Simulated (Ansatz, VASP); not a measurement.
Two plane-wave programs on Fe

```
Fe
1.0
    -1.43142    1.43142    1.43142
     1.43142   -1.43142    1.43142
     1.43142    1.43142   -1.43142
Fe
1
Direct
  0.00000 0.00000 0.00000
```

Change from the starting cell: parallel moments scaled by 0.1, free total moment.

Alike in both runs: task single point; functional r2SCAN; k mesh 15 × 15 × 15; occupations fermi-dirac, width 0.1 eV; collinear spin.

```csv
,VASP,Ansatz
version,VASP 6.6.1,Ansatz 0.2.0
potentials or method,"VASP PAW PBE potentials, release 64 (Fe), cutoff 520 eV","PAW, plane waves, scalar-relativistic"
valence electrons in the cell,8,16
```

VASP gave:

| Property | Result |
| --- | --- |
| pressure (GPa) | 0.4 |
| net moment per atom (μB) | 2.66 |
| size of the moment on the site where the two differ most (μB) | 2.73 |

What did Ansatz give for the same quantities?

Pressure (GPa): 1.2; net moment per atom (μB): 2.66; size of the moment on the site where the two differ most (μB): 2.81.

VASP's potentials were made for PBE, not for r2SCAN. Site moments also hang on the region over which each program counts them. With one functional, cell and mesh, what is left measures potentials, basis and numerics. VASP's potentials hold 8 valence electrons a cell and Ansatz's 16, so a difference there can come from the potentials and not from the codes. Ansatz's warnings: stability check not made.
